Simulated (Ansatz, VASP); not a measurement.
One calculation of F, two programs

```xyz
2
Lattice="2.5228 0.0000 0.0000 -1.2614 2.1849 0.0000 0.0000 0.0000 2.8874" Properties=species:S:1:pos:R:3 pbc="T T T"
F     0.0000    1.4566    0.7219
F     1.2614    0.7283    2.1656
```

Change from the starting cell: volume scaled by 0.75, PAW files.

Alike in both runs: task single point; functional PBE; k mesh 18 × 18 × 10; occupations fermi-dirac, width 0.05 eV; no spin polarisation.

|  | VASP | Ansatz |
| --- | --- | --- |
| version | VASP 6.6.1 | Ansatz 0.2.0 |
| potentials or method | VASP PAW PBE potentials, release 64 (F) | PAW with Ansatz's default frozen-core files, scalar-relativistic |
| plane-wave cutoff (eV) | 520 | 420 |
| valence electrons in the cell | 14 | 14 |

VASP gave:

* pressure (GPa): 28.3
* traceless stress, the component that is largest in VASP (GPa): 0.06

Task: Estimate Ansatz's values.

Result: Pressure (GPa): 29.2; traceless stress, the component that is largest in VASP (GPa): 0.05.

Both programs put the cell under a high pressure, so it lies far from rest at this level.
